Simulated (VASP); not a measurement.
Here is a VASP 6.6.1 calculation.

The input INCAR:

```
SYSTEM = MoS2
ALGO     = Normal         ! electronic algorithm
EDIFF    = 1E-6           ! SCF threshold, eV
ENCUT    = 520            ! plane-wave cutoff, eV
GGA      = PS             ! functional
GGA_COMPAT= .FALSE.      
ISIF     = 2              ! what is computed and relaxed
ISMEAR   = -1             ! smearing method
LASPH    = .TRUE.         ! aspherical terms in the spheres
LCHARG   = .FALSE.        ! write CHGCAR
LMAXMIX  = 4              ! l up to which the mixer works
LNONCOLLINEAR= .TRUE.         ! non-collinear magnetism
LORBIT   = 11             ! projections on sites
LORBMOM  = .TRUE.       
LREAL    = .FALSE.        ! projectors in reciprocal space
LSORBIT  = .TRUE.         ! spin-orbit coupling
LWAVE    = .FALSE.        ! write WAVECAR
MAGMOM   = 0 0 0 0 0 0 0 0 0 ! initial moments
NBANDS   = 39             ! bands
NELM     = 150            ! most SCF steps
PREC     = Accurate       ! precision mode
SIGMA    = 0.05           ! smearing width, eV
```

KPOINTS

```
k-points
0
G
  8 8 8
  0 0 0
```

File POSCAR:

```
MoS2
1.0
    1.5855000000      0.9153888518      6.1149966667
   -1.5855000000      0.9153888518      6.1149966667
    0.0000000000     -1.8307777036      6.1149966667
Mo S
1 2
Direct
    0.0000000000      0.0000000000      0.0000000000
    0.2500000000      0.2500000000      0.2500000000
    0.7500000000      0.7500000000      0.7500000000
```

Potentials or basis: VASP PAW PBE potentials, release 64 (Mo_sv, S).

The run is started by

```sh
$ cat potpaw_PBE.64/Mo_sv/POTCAR potpaw_PBE.64/S/POTCAR > POTCAR
$ mpirun -np 1 vasp_ncl > vasp.out
```

(1) Predict the largest force.

(2) Predict the net moment.

(3) Estimate the pressure.

## Answers

(1) 0.752 eV/Å.

(2) 0.00 μB per cell.

(3) 3.0 GPa.

Caveat: the PAW data sets were made with another functional, which shifts forces and pressure a little.
